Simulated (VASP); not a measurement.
A run of VASP 6.6.1 is set up as follows.

INCAR

```
SYSTEM = Na
PREC = Accurate
ENCUT = 600
EDIFF = 1E-7
ISMEAR = -1
SIGMA = 0.08
LREAL = .FALSE.
LASPH = .TRUE.
NELM = 60
ALGO = Normal
ISIF = 3
LWAVE = .FALSE.
LCHARG = .FALSE.
GGA = PE
IBRION = 2
NSW = 32
EDIFFG = -0.005
PSTRESS = 94.0
```

The input KPOINTS:

```
regular mesh
0
G
  14 14 13
  0 0 0
```

Contents of POSCAR:

```
Na
1.0
    3.0536088420      0.0000000000      0.0000000000
   -1.5268044210      2.6445028304      0.0000000000
    0.0000000000      0.0000000000      2.8275648561
Na
1
Direct
    0.0000000000      0.0000000000      0.0000000000
```

Potentials or basis: VASP PAW PBE potentials, release 64 (Na_pv).

Command:

```sh
$ cat potpaw_PBE.64/Na_pv/POTCAR > POTCAR
$ mpirun -np 1 vasp_std > vasp.out
```

Q: What does it give for the relaxed cell?

A: a = 3.053 Å, b = 3.053 Å, c = 2.827 Å, α = 90.00°, β = 90.00°, γ = 120.00°.

Q: What does it give for the space group after relaxing (to 0.1 Å)?

A: P6/mmm (No. 191).

Q: Estimate the relaxed volume.

A: 22.83 Å³/atom.

Final structure:
```yaml
crystal:
  lattice:
    - [3.05348, 0.00000, 0.00000]
    - [-1.52674, 2.64440, 0.00000]
    - [0.00000, 0.00000, 2.82748]
  atoms:
    - { symbol: Na, position: [0.00000, 0.00000, 0.00000] }
```

Caveat: the cell is relaxed towards a set pressure, so the run minimises the enthalpy, not the energy.
